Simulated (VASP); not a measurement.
Input of a VASP 6.6.1 run:

File INCAR:

```
SYSTEM = CaS
PREC = Accurate
ENCUT = 500
EDIFF = 1E-6
ISMEAR = 0
SIGMA = 0.01
LREAL = .FALSE.
LASPH = .TRUE.
NELM = 120
ALGO = Normal
ISIF = 2
LWAVE = .FALSE.
LCHARG = .FALSE.
GGA = PE
NBANDS = 15
GGA_COMPAT = .FALSE.
```

File KPOINTS:

```
regular mesh
0
G
  6 6 6
  0 0 0
```

POSCAR

```
CaS
1.0
    0.0000000000      2.8479357440      2.8479357440
    2.8479357440      0.0000000000      2.8479357440
    2.8479357440      2.8479357440      0.0000000000
Ca S
1 1
Direct
    0.0000000000      0.0000000000      0.0000000000
    0.5000000000      0.5000000000      0.5000000000
```

Potentials or basis: VASP PAW PBE potentials, release 64 (Ca_sv, S).

Command:

```console
$ cat potpaw_PBE.64/Ca_sv/POTCAR potpaw_PBE.64/S/POTCAR > POTCAR
$ mpirun -np 1 vasp_std > vasp.out
```

Task: What does it give for the band gap on the k mesh?

Result: 2.36 eV (least direct gap 3.16 eV).

Task: Predict the pressure.

Result: 0.6 GPa.

A k mesh can miss the band edges. Expect the measured gap to be larger: semilocal functionals such as PBE lack the derivative discontinuity.
